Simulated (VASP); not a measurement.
## Se: single point with LDA

The system is Se.

```xyz
3
Lattice="4.3552 0.0000 0.0000 -2.1776 3.7717 0.0000 0.0000 0.0000 4.8010" Properties=species:S:1:pos:R:3 pbc="T T T"
Se    0.9451    0.0000    0.8002
Se   -0.4725    0.8185    4.0008
Se    1.7050    2.9532    2.4005
```

This cell differs from its parent crystal: zz strain of -3 %.

```json
{
  "Program": "VASP 6.6.1",
  "Task": "single point",
  "Functional": "LDA",
  "Potentials or basis": "VASP PAW LDA potentials, release 64 (Se)",
  "Cutoff": "520 eV",
  "k mesh": "8 × 8 × 6",
  "Occupations": "fermi-dirac, width 0.03 eV",
  "Spin": "no spin polarisation"
}
```

The pressure is 4.6 GPa, the largest force is 1.469 eV/Å and the band gap on the k mesh is 1.17 eV (least direct gap 1.38 eV).

Forces in eV/Å, atoms in the order of the input:
```
Se   1.469  0.000  0.000
Se  -0.734  1.272  0.000
Se  -0.734 -1.272  0.000
```

Stress tensor (GPa, compression positive):
```
2.98 0.00 0.00
0.00 2.98 0.00
0.00 0.00 7.87
```

Levels at points of the mesh, in eV from the valence-band top:
| k point | band 7 | band 8 | band 9 | band 10 | band 11 | band 12 |
| --- | --- | --- | --- | --- | --- | --- |
| (0.00, 0.00, 0.00) | -2.44 | -2.44 | -0.49 | 2.07 | 2.07 | 2.25 |
| (0.50, 0.00, 0.00) | -3.09 | -2.12 | -1.15 | 2.02 | 2.54 | 4.38 |
| (0.00, 0.00, 0.50) | -1.83 | -1.83 | -1.23 | 1.17 | 1.17 | 1.29 |
| (0.50, 0.00, 0.50) | -2.09 | -1.49 | 0.00 | 1.70 | 2.65 | 3.23 |

It took 55 s on 1 thread of Intel Xeon 8259CL, with other jobs on the host, peak memory 0.18 GiB.

Caveat: the cell differs from its parent crystal (zz strain of -3 %); the cell stands under pressure; forces of over 1 eV/Å act on the atoms, so gaps and moduli don't describe the material at rest. A k mesh can miss the band edges.
